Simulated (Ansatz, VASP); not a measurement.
# One calculation of BiAs, two programs

Contents of INCAR:

```
SYSTEM = BiAs
  PREC = Accurate
  ENCUT = 600
  EDIFF = 1E-6
  ISMEAR = 0
  SIGMA = 0.1
  LREAL = .False.
  LASPH = .True.
  NELM = 80
  ALGO = Fast
  ISIF = 3
  LWAVE = .False.
  LCHARG = .False.
  GGA = PE
  IBRION = 2
  NSW = 90
  EDIFFG = -0.04
```

The input KPOINTS:

```
regular mesh
0
Gamma
  4 4 4
  0 0 0
```

The input POSCAR:

```
BiAs
1.0
    2.4651802020     -5.7977386232      0.0000000000
    2.4651802020      5.7977386232      0.0000000000
    0.0000000000      0.0000000000      4.1999366404
Bi As
2 2
Direct
    0.6400000000      0.3600000000      0.2500000000
    0.3600000000      0.6400000000      0.7500000000
    0.9300000000      0.0700000000      0.2500000000
    0.0700000000      0.9300000000      0.7500000000
```

Input for Ansatz:

```yaml
crystal:
  lattice:
    - [2.465180202, -5.7977386232, 0.0]
    - [2.465180202, 5.7977386232, 0.0]
    - [0.0, 0.0, 4.1999366404]
  atoms:
    - { symbol: Bi, position: [0.64, 0.36, 0.25] }
    - { symbol: Bi, position: [0.36, 0.64, 0.75] }
    - { symbol: As, position: [0.93, 0.07, 0.25] }
    - { symbol: As, position: [0.07, 0.93, 0.75] }
basis:
  ecutwfc: 420
kpoints:
  mp_grid: { grid: [4, 4, 4] }
hamiltonian:
  xc: pbe
scf:
  occupations: { method: gaussian, width: 0.1 }
  lower_state_search: "off"
output:
  forces: true
  stress: true
  eigenvalues: true
relax:
  adjacent_minimum: "off"
  f_tol: 0.04
  max_steps: 70
  cell: { stress_tol: 0.4 }
```

Alike in both runs: task relaxation of cell and atoms; functional PBE; k mesh 4 × 4 × 4; occupations gaussian, width 0.1 eV; no spin polarisation.

|  | VASP | Ansatz |
| --- | --- | --- |
| version | VASP 6.6.1 | Ansatz 0.2.0 |
| potentials or method | VASP PAW PBE potentials, release 64 (Bi_d, As), cutoff 600 eV | scalar-relativistic, plane waves, PAW |
| valence electrons in the cell | 40 | 60 |

VASP gave:

```
relaxed volume (Å³/atom)                                                      : 28.28
relaxed length of the cell vector where the two differ most in proportion (Å) : 6.526
```

Task: Which values does Ansatz return?

Result: Relaxed volume (Å³/atom): 28.13; relaxed length of the cell vector where the two differ most in proportion (Å): 6.469.

VASP's potentials hold 40 valence electrons a cell and Ansatz's 60, so a difference there can come from the potentials and not from the codes.

Spin-orbit coupling is off throughout.
